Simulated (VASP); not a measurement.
# Sr5Y in VASP: further runs, part 2 of 2

VASP 6.6.1.

### Step 3. Single point, PBE

Input file INCAR:

```
SYSTEM = Sr5Y
PREC = Accurate ; ENCUT = 520
EDIFF = 1E-6 ; ISMEAR = -1
SIGMA = 0.05 ; LREAL = .FALSE.
LASPH = .TRUE. ; NELM = 100
ALGO = Normal ; ISIF = 2
LWAVE = .FALSE. ; LCHARG = .FALSE.
LDIPOL = .TRUE. ; IDIPOL = 3
DIPOL = 0.5 0.5 0.500 ; GGA = PE
NBANDS = 40
```

Input file KPOINTS:

```
Automatic mesh
0
G
  9 9 1
  0 0 0
```

Input file POSCAR:

```
Sr5Y
1.0
    4.2697043870      0.0000000000      0.0000000000
    0.0000000000      4.2697043870      0.0000000000
    0.0000000000      0.0000000000     35.0957000000
Sr Y
5 1
Direct
    0.2500000000      0.2500000000      0.2874821881
    0.7500000000      0.7500000000      0.3716427093
    0.7500000000      0.7500000000      0.5428144995
    0.2500000000      0.2500000000      0.6283572617
    0.7500000000      0.7500000000      0.7125178059
    0.2500000000      0.2500000000      0.4571855354
```

Potentials or basis: VASP PAW PBE potentials, release 64 (Sr_sv, Y_sv).

The run is started by

```
$ cat potpaw_PBE.64/Sr_sv/POTCAR potpaw_PBE.64/Y_sv/POTCAR > POTCAR
$ mpirun -np 1 vasp_std > vasp.out
```

OUTCAR:

```text
SYSTEM = Sr5Y
   PREC = Accurate
   ENCUT = 520
   EDIFF = 1E-6
   ISMEAR = -1
   LREAL = .FALSE.
   LASPH = .TRUE.
   NELM = 100
   ISIF = 2
   GGA = PE

 ion  position               nearest neighbor table
   1  0.250  0.250  0.287-   2 4.22   2 4.22   2 4.22   2 4.22
   2  0.750  0.750  0.372-   1 4.22   1 4.22   1 4.22   1 4.22   6 4.26   6 4.26   6 4.26   6 4.26

   3  0.750  0.750  0.543-   4 4.26   4 4.26   4 4.26   4 4.26   6 4.26   6 4.26   6 4.26   6 4.26

   4  0.250  0.250  0.628-   5 4.22   5 4.22   5 4.22   5 4.22   3 4.26   3 4.26   3 4.26   3 4.26

   5  0.750  0.750  0.713-   4 4.22   4 4.22   4 4.22   4 4.22
   6  0.250  0.250  0.457-   2 4.26   2 4.26   2 4.26   2 4.26   3 4.26   3 4.26   3 4.26   3 4.26

  LATTYP: Found a simple tetragonal cell.
 ALAT       =     4.2697043870
 C/A-ratio  =     8.2197025412

  Lattice vectors:

 A1 = (   4.2697043870,   0.0000000000,   0.0000000000)
 A2 = (   0.0000000000,   4.2697043870,   0.0000000000)
 A3 = (   0.0000000000,   0.0000000000,  35.0957000000)

Analysis of symmetry for initial positions (statically):
=====================================================================
 Subroutine PRICEL returns:
 Original cell was already a primitive cell.

 Routine SETGRP: Setting up the symmetry group for a
 simple tetragonal supercell.

 Subroutine GETGRP returns: Found  8 space group operations
 (whereof  2 operations were pure point group operations)
 out of a pool of 16 trial point group operations.

The static configuration has the point symmetry C_1h.
 The point group associated with its full space group is C_4v.

Analysis of symmetry for dynamics (positions and initial velocities):
=====================================================================
 Subroutine PRICEL returns:
 Original cell was already a primitive cell.

 Routine SETGRP: Setting up the symmetry group for a
 simple tetragonal supercell.

 Subroutine GETGRP returns: Found  8 space group operations
 (whereof  2 operations were pure point group operations)
 out of a pool of 16 trial point group operations.
[... 129 lines left out ...]
   LEPSILON=     F    determine dielectric tensor
   LRPA    =     F    only Hartree local field effects (RPA)
 non-spin polarized calculation
  energy-cutoff  :      520.00
  volume of cell :      639.81
 maximum number of plane-waves:     17301
 NGX is ok and might be reduce to    32
   NGX = 15   NGY = 15   NGZ =131

 dipolmoment           0.000000      0.000000     -0.000513 electrons x Angstroem

 number of electron      61.0000000 magnetization

 dipolmoment           0.000000      0.000000      0.004069 electrons x Angstroem

 Free energy of the ion-electron system (eV)
  ---------------------------------------------------
  ext. energy  EPLUGINS =         0.00000000
  ---------------------------------------------------
  free energy    TOTEN  =       -12.89984419 eV

  energy without entropy =      -12.79852055  energy(sigma->0) =      -12.84918237

 E-fermi :  -0.3701     XC(G=0):  -4.2900

 val. band max:       -0.3821385546   @ k =   0.4444   0.3333   0.0000
 cond. band min:      -0.3571847988   @ k =   0.4444   0.1111   0.0000
 fundamental gap:      0.0249537559
 Fermi energy:        -0.3701064523

 k-point     1 :       0.0000    0.0000    0.0000
  band No.  band energies     occupation
      1     -44.5494      2.00000
      2     -37.5069      2.00000
      3     -37.4910      2.00000
      4     -36.9317      2.00000
      5     -36.8563      2.00000
      6     -36.7819      2.00000
[... 634 lines left out ...]
     39       0.4867      0.00000
     40       0.4933      0.00000

------------------------ aborting loop because EDIFF is reached ----------------------------------------

 vacuum level on the upper side and lower side of the slab       (xc-potential included)         0.015        -0.025

  FORCE on cell =-STRESS in cart. coord.  units (eV):
  Direction    XX          YY          ZZ          XY          YZ          ZX
  --------------------------------------------------------------------------------------
  -------------------------------------------------------------------------------------
  Total       -3.1963220     -3.1963220     -2.6005364      0.0000000      0.0000000      0.0000000
  in kB       -8.0040830     -8.0040830     -6.5121441      0.0000000      0.0000000      0.0000000
  external PRESSURE =      -7.5067700 kB  Pullay stress =       0.0000000 kB

 VOLUME and BASIS-vectors are now :
 -----------------------------------------------------------------------------
  energy-cutoff  :      520.00
  volume of cell :      639.81
      direct lattice vectors                 reciprocal lattice vectors
     4.269704387  0.000000000  0.000000000     0.234208252  0.000000000  0.000000000
     0.000000000  4.269704387  0.000000000     0.000000000  0.234208252  0.000000000
     0.000000000  0.000000000 35.095700000     0.000000000  0.000000000  0.028493519

 POSITION                                       TOTAL-FORCE (eV/Angst)
 -----------------------------------------------------------------------------------
      1.06743      1.06743     10.08939         0.000000      0.000000     -0.037225
      3.20228      3.20228     13.04306         0.000000      0.000000      0.502089
      3.20228      3.20228     19.05045        -0.000000     -0.000000     -0.517894
      1.06743      1.06743     22.05264         0.000000      0.000000      0.039327
      3.20228      3.20228     25.00631        -0.000000     -0.000000      0.006163
      1.06743      1.06743     16.04525         0.000000      0.000000      0.007540
 -----------------------------------------------------------------------------------
    total drift:                                0.000000      0.000000     -0.002855

  FREE ENERGIE OF THE ION-ELECTRON SYSTEM (eV)
  ---------------------------------------------------
  free  energy   TOTEN  =       -12.8998441940 eV

  energy  without entropy=      -12.7985205490  energy(sigma->0) =      -12.84918237

 vacuum level on the upper side and lower side of the slab         2.125         2.087
```

OSZICAR:

```text
N       E                     dE             d eps       ncg     rms          rms(c)
DAV:   1     0.402411350195E+03    0.40241E+03   -0.26554E+04  1480   0.116E+03
[... 13 lines left out ...]
DAV:  56    -0.129000117199E+02    0.87262E-04   -0.14821E-04  1552   0.271E-02    0.141E-01
DAV:  57    -0.128998623900E+02    0.14933E-03   -0.23036E-04  1712   0.242E-02    0.134E-01
DAV:  58    -0.128998299296E+02    0.32460E-04   -0.12838E-04  1616   0.170E-02    0.121E-01
DAV:  59    -0.128998286664E+02    0.12632E-05   -0.41679E-05  1416   0.883E-03    0.120E-01
DAV:  60    -0.128998373121E+02   -0.86457E-05   -0.21016E-05  1232   0.757E-03    0.113E-01
DAV:  61    -0.128998434735E+02   -0.61615E-05   -0.11101E-04  1464   0.173E-02    0.226E-02
DAV:  62    -0.128998441940E+02   -0.72047E-06   -0.68680E-06  1192   0.547E-03
   1 F= -.12899844E+02 E0= -.12849182E+02  d E =-.101324E+00
```

stdout:

```text
POSCAR found type information on POSCAR SrY
 POSCAR found :  2 types and       6 ions
 scaLAPACK will be used
 LDA part: xc-table for (Slater+PW92), standard interpolation
 POSCAR, INCAR and KPOINTS ok, starting setup
 FFT: planning ... GRIDC
 FFT: planning ... GRID_SOFT
 FFT: planning ... GRID
 WAVECAR not read
 entering main loop
```

It took 19 min on 1 thread of Intel Xeon 6975P-C (Granite Rapids), shared host; peak memory 0.77 GiB.

What came out:

* Free energy: -12.8998 eV
* Largest force: 0.518 eV/Å
* Band gap on the k mesh: zero (an odd number of electrons rules out a gap without spin polarisation)

Forces on the atoms (eV/Å):
```
Sr   0.000  0.000 -0.037
Sr   0.000  0.000  0.502
Sr   0.000  0.000 -0.518
Sr   0.000  0.000  0.039
Sr   0.000  0.000  0.006
Y    0.000  0.000  0.008
```

Levels at points of the mesh, in eV from the Fermi level:
```tsv
k point	band 28	band 29	band 30	band 31	band 32	band 33
(0.00, 0.00, 0.00)	-2.12	-1.39	-0.92	-0.04	0.40	0.44
```

The gap in the log of VASP goes by the Fermi energy; the results here count the filled bands.